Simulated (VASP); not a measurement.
# AlN (P6_3mc) in VASP: further runs, part 2 of 2

VASP 6.6.1. The steps go on from the part before.

## Step 3: Electric field gradients, r2SCAN

Contents of POSCAR:

```
AlN
1.0
    3.1130000000      0.0000000000      0.0000000000
   -1.5565000000      2.6959370820      0.0000000000
    0.0000000000      0.0000000000      4.9810000000
Al N
2 2
Direct
    0.3333333333      0.6666666667     -0.0009848543
    0.6666666667      0.3333333333      0.4990151457
    0.3333333333      0.6666666667      0.3809848543
    0.6666666667      0.3333333333      0.8809848543
```

Contents of INCAR.step1:

```
SYSTEM = AlN
PREC     = Accurate       ! precision mode
ENCUT    = 520            ! plane-wave cutoff, eV
ISMEAR   = -1             ! smearing method
SIGMA    = 0.02           ! smearing width, eV
LREAL    = .False.        ! projectors in reciprocal space
LASPH    = .True.         ! aspherical terms in the spheres
NELM     = 80             ! most SCF steps
NBANDS   = 16             ! bands
GGA      = PE             ! functional
ALGO     = Normal         ! electronic algorithm
EDIFF    = 1E-4           ! SCF threshold, eV
LWAVE    = .True.         ! write WAVECAR
LCHARG   = .False.        ! write CHGCAR
```

Contents of INCAR.step2:

```
SYSTEM = AlN
PREC     = Accurate       ! precision mode
ENCUT    = 520            ! plane-wave cutoff, eV
EDIFF    = 1E-8           ! SCF threshold, eV
ISMEAR   = -1             ! smearing method
SIGMA    = 0.02           ! smearing width, eV
LREAL    = .False.        ! projectors in reciprocal space
LASPH    = .True.         ! aspherical terms in the spheres
NELM     = 80             ! most SCF steps
ALGO     = Normal         ! electronic algorithm
ISIF     = 2              ! what is computed and relaxed
LWAVE    = .False.        ! write WAVECAR
LCHARG   = .False.        ! write CHGCAR
METAGGA  = R2SCAN         ! meta-GGA
LMIXTAU  = .True.       
LEFG     = .True.       
NBANDS   = 16             ! bands
ISTART   = 1
```

Contents of KPOINTS:

```
regular mesh
0
Gamma
  11 11 6
  0 0 0
```

Potentials or basis: VASP PAW PBE potentials, release 64 (Al, N).

Started as:

```bash
cat potpaw_PBE.64/Al/POTCAR potpaw_PBE.64/N/POTCAR > POTCAR
cp INCAR.step1 INCAR
mpirun -np 1 vasp_std > vasp.out
cp INCAR.step2 INCAR
mpirun -np 1 vasp_std > vasp.out
```

OUTCAR:

```text
SYSTEM = AlN
   PREC = Accurate
   ENCUT = 520
   EDIFF = 1E-8
   ISMEAR = -1
   LREAL = .False.
   LASPH = .True.
   NELM = 80
   ISIF = 2
   METAGGA = R2SCAN
   ISTART = 1

 ion  position               nearest neighbor table
   1  0.333  0.667  0.999-   4 1.89   4 1.89   4 1.89   3 1.90   2 3.07   2 3.07   2 3.07   2 3.07
                             2 3.07   2 3.07
   2  0.667  0.333  0.499-   3 1.89   3 1.89   3 1.89   4 1.90   1 3.07   1 3.07   1 3.07   1 3.07
                             1 3.07   1 3.07
   3  0.333  0.667  0.381-   2 1.89   2 1.89   2 1.89   1 1.90
   4  0.667  0.333  0.881-   1 1.89   1 1.89   1 1.89   2 1.90

  LATTYP: Found a hexagonal cell.
 ALAT       =     3.1130000000
 C/A-ratio  =     1.6000642467

  Lattice vectors:

 A1 = (   3.1130000000,   0.0000000000,   0.0000000000)
 A2 = (  -1.5565000000,   2.6959370820,   0.0000000000)
 A3 = (   0.0000000000,   0.0000000000,   4.9810000000)

Analysis of symmetry for initial positions (statically):
=====================================================================
 Subroutine PRICEL returns:
 Original cell was already a primitive cell.

 Routine SETGRP: Setting up the symmetry group for a
 hexagonal supercell.

 Subroutine GETGRP returns: Found 12 space group operations
 (whereof  6 operations were pure point group operations)
 out of a pool of 24 trial point group operations.

The static configuration has the point symmetry C_3v.
 The point group associated with its full space group is C_6v.

Analysis of symmetry for dynamics (positions and initial velocities):
=====================================================================
 Subroutine PRICEL returns:
 Original cell was already a primitive cell.

 Routine SETGRP: Setting up the symmetry group for a
 hexagonal supercell.

 Subroutine GETGRP returns: Found 12 space group operations
 (whereof  6 operations were pure point group operations)
 out of a pool of 24 trial point group operations.

The dynamic configuration has the point symmetry C_3v.
 The point group associated with its full space group is C_6v.

 Subroutine INISYM returns: Found 12 space group operations
 (whereof  6 operations are pure point group operations),
 and found     1 'primitive' translations

----------------------------------------------------------------------------------------

                                     Primitive cell

  volume of cell :      41.8028

  direct lattice vectors                    reciprocal lattice vectors
     3.113000000  0.000000000  0.000000000     0.321233537  0.185464269  0.000000000
    -1.556500000  2.695937082  0.000000000     0.000000000  0.370928538  0.000000000
     0.000000000  0.000000000  4.981000000     0.000000000  0.000000000  0.200762899

  length of vectors
     3.113000000  3.113000000  4.981000000     0.370928538  0.370928538  0.200762899

  position of ions in fractional coordinates (direct lattice)
     0.333333333  0.666666667  0.999015146
     0.666666667  0.333333333  0.499015146
     0.333333333  0.666666667  0.380984854
     0.666666667  0.333333333  0.880984854

[... 91 lines left out ...]
   EMIN   =  10.00;   EMAX   =-10.00  energy-range for DOS
   EFERMI =   0.00;   METHOD = LEGACY
   ISMEAR =    -1;   SIGMA  =   0.02  broadening in eV -4-tet -1-fermi 0-gaus
   EFERMI_NEDOS =   21; number of points for ismear=-14 and -15
   IALGO  =     38    algorithm
   IMIX   =      4    mixing-type and parameters
     AMIX     =   0.40;   BMIX     =  1.00
     AMIX_MAG =   1.60;   BMIX_MAG =  1.00
  volume/ion in A,a.u.               =      10.45        70.52
  Fermi-wavevector in a.u.,A,eV,Ry     =   1.188629  2.246183 19.222843  1.412839
  Thomas-Fermi vector in A             =   2.324754
   LORBIT       =      0    0 simple, 1 ext, 2 COOP (PROOUT), +10 PAW based schemes
   METAGGA = R2SCAN    functional components
   LHFCALC =     F    Hartree Fock is set to
   AEXX    =    0.0000 exact exchange contribution
   IVDW    =     0    specifies the selected vdW correction
   LEPSILON=     F    determine dielectric tensor
   LRPA    =     F    only Hartree local field effects (RPA)
 non-spin polarized calculation
  energy-cutoff  :      520.00
  volume of cell :       41.80
 maximum number of plane-waves:      1138
 NGX is ok and might be reduce to    24
   NGX = 11   NGY = 11   NGZ = 19

 number of electron      15.9999997 magnetization

 Free energy of the ion-electron system (eV)
  ---------------------------------------------------
  ext. energy  EPLUGINS =         0.00000000
  ---------------------------------------------------
  free energy    TOTEN  =       -38.45556036 eV

  energy without entropy =      -38.45556036  energy(sigma->0) =      -38.45556036

 E-fermi :   6.3185     XC(G=0): -11.3961

 val. band max:        5.8858066900   @ k =   0.0000   0.0000   0.0000
 cond. band min:      10.7544636896   @ k =   0.0000   0.0000   0.0000
 fundamental gap:      4.8686569996
 Fermi energy:         6.3185247908

 k-point     1 :       0.0000    0.0000    0.0000
  band No.  band energies     occupation
      1     -10.0784      2.00000
      2      -7.9641      2.00000
      3      -0.1678      2.00000
      4       4.9837      2.00000
      5       4.9837      2.00000
      6       5.6479      2.00000
[... 433 lines left out ...]
      3       0.8726      2.00000
      4       2.8203      2.00000
      5       3.2247      2.00000
      6       4.3373      2.00000
[... 8 lines left out ...]
     15      19.2947      0.00000
     16      20.3327      0.00000

 [... further k-points ...]
[... 5 lines left out ...]
  --------------------------------------------------------------------------------------
  -------------------------------------------------------------------------------------
  Total       -0.3965250     -0.3965250     -0.2696052      0.0000000     -0.0000000      0.0000000
  in kB      -15.1976257    -15.1976257    -10.3331652      0.0000000     -0.0000000      0.0000000
  external PRESSURE =     -13.5761388 kB  Pullay stress =       0.0000000 kB

 VOLUME and BASIS-vectors are now :
 -----------------------------------------------------------------------------
  energy-cutoff  :      520.00
  volume of cell :       41.80
      direct lattice vectors                 reciprocal lattice vectors
     3.113000000  0.000000000  0.000000000     0.321233537  0.185464269  0.000000000
    -1.556500000  2.695937082  0.000000000     0.000000000  0.370928538  0.000000000
     0.000000000  0.000000000  4.981000000     0.000000000  0.000000000  0.200762899

 POSITION                                       TOTAL-FORCE (eV/Angst)
 -----------------------------------------------------------------------------------
     -0.00000      1.79729      4.97609        -0.000000      0.000000      0.005766
      1.55650      0.89865      2.48559         0.000000     -0.000000      0.005766
     -0.00000      1.79729      1.89769         0.000000     -0.000000     -0.005766
      1.55650      0.89865      4.38819         0.000000      0.000000     -0.005766
 -----------------------------------------------------------------------------------
    total drift:                               -0.000000     -0.000000     -0.024180

  FREE ENERGIE OF THE ION-ELECTRON SYSTEM (eV)
  ---------------------------------------------------
  free  energy   TOTEN  =       -38.4555603639 eV

  energy  without entropy=      -38.4555603639  energy(sigma->0) =      -38.45556036

 Electric field gradients (V/A^2)
---------------------------------------------------------------------
 ion       V_xx      V_yy      V_zz      V_xy      V_xz      V_yz
---------------------------------------------------------------------
   1      -2.535    -2.535     5.070     0.000     0.000    -0.000
   2      -2.535    -2.535     5.070     0.000    -0.000     0.000
   3       0.051     0.051    -0.102    -0.000    -0.000    -0.000
   4       0.051     0.051    -0.102    -0.000    -0.000     0.000
---------------------------------------------------------------------

 Electric field gradients after diagonalization (V/A^2)
 (convention: |V_zz| > |V_xx| > |V_yy|)
----------------------------------------------------------------------
 ion       V_xx      V_yy      V_zz     asymmetry (V_yy - V_xx)/ V_zz
----------------------------------------------------------------------
   1      -2.535    -2.535     5.070       0.000
   2      -2.535    -2.535     5.070       0.000
   3       0.051     0.051    -0.102       0.004
   4       0.051     0.051    -0.102       0.004
----------------------------------------------------------------------

           NMR quadrupolar parameters

 Cq : quadrupolar parameter    Cq=e*Q*V_zz/h
 eta: asymmetry parameters     (V_yy - V_xx)/ V_zz
 Q  : nuclear electric quadrupole moment in mb (millibarn)
----------------------------------------------------------------------
 ion       Cq(MHz)       eta       Q (mb)
----------------------------------------------------------------------
   1       0.012       0.000       1.000
   2       0.012       0.000       1.000
   3      -0.000       0.004       1.000
   4      -0.000       0.004       1.000
----------------------------------------------------------------------
```

Wall time 6 min (1 thread of AMD EPYC 7R13, shared host); peak memory 0.15 GiB.

What came out:

* Free energy: -38.4556 eV
* Pressure: -1.4 GPa
* Largest force: 0.006 eV/Å
* Band gap on the k mesh: 4.87 eV, direct

Forces on the atoms (eV/Å):
```
Al   0.000  0.000  0.006
Al   0.000  0.000  0.006
N    0.000  0.000 -0.006
N    0.000  0.000 -0.006
```

Electric field gradients, principal values (V/Å²):
| atom | least | middle | greatest (by size) |
| --- | --- | --- | --- |
| 1 Al | -2.535 | -2.535 | 5.070 |
| 2 Al | -2.535 | -2.535 | 5.070 |
| 3 N | 0.051 | 0.051 | -0.102 |
| 4 N | 0.051 | 0.051 | -0.102 |

Caveat: without QUAD_EFG the Cq values of the log hold for a quadrupole moment of 1 mb, not for the nuclei; the PAW data sets were made with another functional, which shifts forces and pressure a little. r2SCAN opens gaps a little over a GGA but as a rule still falls short of measured ones.

## Step 4: Comparison with measurements

Step 2. A measured gap of AlN is 6.034 eV (an exciton energy, a little under the gap; 10 K; quoted in “Self-assembly of well-separated AlN nanowires directly on sputtered metallic TiN films”, 2019, arxiv:1910.07391); the calculated 4.22 eV misses it by -1.81 eV. 2 values of this kind are on record (6.034 to 6.0343 eV); this one was drawn at random. The value is that of PBE+D4 on a finite k mesh, which can miss the band edges, without temperature or zero-point motion. Semilocal functionals fall short of measured gaps as a rule.
